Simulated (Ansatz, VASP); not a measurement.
# Si2Mo in VASP and in Ansatz

```
CELL_PARAMETERS angstrom
4.58398 0.00000 0.00000
-2.29199 3.96984 0.00000
0.00000 0.00000 6.57684
ATOMIC_POSITIONS crystal
Si 0.16386 0.83614 0.83333
Si 0.32772 0.16386 0.16667
Si 0.83614 0.67228 0.50000
Si 0.83614 0.16386 0.83333
Si 0.67228 0.83614 0.16667
Si 0.16386 0.32772 0.50000
Mo 0.50000 0.00000 0.50000
Mo 0.00000 0.50000 0.16667
Mo 0.50000 0.50000 0.83333
```

Alike in both runs: functional r2SCAN; k mesh 12 × 12 × 6; occupations gaussian, width 0.01 eV; no spin polarisation.

Ansatz relaxed the structure, and its values are those at the end. VASP's run is a single point on that final structure, the one shown.

```csv
,VASP,Ansatz
version,VASP 6.6.1,Ansatz 0.2.0
potentials or method,"VASP PAW PBE potentials, release 64 (Si, Mo_sv), cutoff 520 eV","scalar-relativistic, plane waves, PAW"
valence electrons in the cell,66,66
```

|  | VASP | Ansatz | Ansatz less VASP |
| --- | --- | --- | --- |
| gap on the k mesh at the Fermi level (eV) | 0.15 | 0.16 | +0.004 |
| least direct gap on the mesh (eV) | 0.69 | 0.69 | +0.001 |
| pressure (GPa) | 0.4 | 0.0 | -0.40 |
| rms of the force components (eV/Å) | 0.004 | 0.000 | -0.0034 |

VASP's potentials were made for PBE, not for r2SCAN. With one functional, cell and mesh, what is left measures potentials, basis and numerics.
